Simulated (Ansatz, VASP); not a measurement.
# One calculation of CaS, two programs

```xyz
2
Lattice="0.0000 2.7818 2.7818 2.7818 0.0000 2.7818 2.7818 2.7818 0.0000" Properties=species:S:1:pos:R:3 pbc="T T T"
Ca    0.0000    0.0000    0.0000
S     2.7818    2.7818    2.7818
```

Alike in both runs: functional LDA; k mesh 8 × 8 × 8; occupations gaussian, width 0.02 eV; no spin polarisation.

Ansatz relaxed the structure, and its values are those at the end. VASP's run is a single point on that final structure, the one shown.

```csv
,VASP,Ansatz
version,VASP 6.6.1,Ansatz 0.2.0
potentials or method,"VASP PAW LDA potentials, release 64 (Ca_sv, S), cutoff 500 eV","scalar-relativistic, plane waves, PAW"
valence electrons in the cell,16,16
```

VASP gave:

| Property | Result |
| --- | --- |
| gap on the k mesh at the Fermi level (eV) | 1.96 |
| least direct gap on the mesh (eV) | 2.83 |
| pressure (GPa) | 0.3 |

Q: Estimate Ansatz's values.

A: gap on the k mesh at the Fermi level (eV): 1.97; least direct gap on the mesh (eV): 2.84; pressure (GPa): 0.0.

Ansatz warns that its potentials were made for another functional, while VASP's fit it. LDA's correlation is that of Perdew and Zunger in VASP and of Perdew and Wang (1992) in Ansatz.
